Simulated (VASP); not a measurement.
Here is a VASP 6.6.1 calculation.

INCAR

```
ALGO = Normal ; EDIFF = 1E-6
EDIFFG = -0.005 ; ENCUT = 600
GGA = PS ; IBRION = 2
ISIF = 3 ; ISMEAR = -1
LASPH = T ; LCHARG = F
LREAL = F ; LWAVE = F
NELM = 60 ; NSW = 80
PREC = Accurate ; SIGMA = 0.02
```

The input KPOINTS:

```
k-points
0
Gamma
  10 10 10
```

Contents of POSCAR:

```
AlN
1.0
    0.0000000000      2.2015871033      2.2015871033
    2.2015871033      0.0000000000      2.2015871033
    2.2015871033      2.2015871033      0.0000000000
Al N
1 1
Direct
    0.0000000000      0.0000000000      0.0000000000
    0.7500000000      0.7500000000      0.7500000000
```

Potentials or basis: VASP PAW PBE potentials, release 64 (Al, N).

Launch:

```console
$ cat potpaw_PBE.64/Al/POTCAR potpaw_PBE.64/N/POTCAR > POTCAR
$ mpirun -np 1 vasp_std > vasp.out
```

Q: What does it give for the space group after relaxing (to 0.1 Å)?

A: F-43m (No. 216).

Q: Estimate the relaxed volume.

A: 10.48 Å³/atom.

Final structure:
```
Al N
1.0
     0.00000    2.18825    2.18825
     2.18825    0.00000    2.18825
     2.18825    2.18825    0.00000
Al N
1 1
Direct
  0.00000 0.00000 0.00000
  0.75000 0.75000 0.75000
```

Caveat: the PAW data sets were made with another functional, which shifts forces and pressure a little.
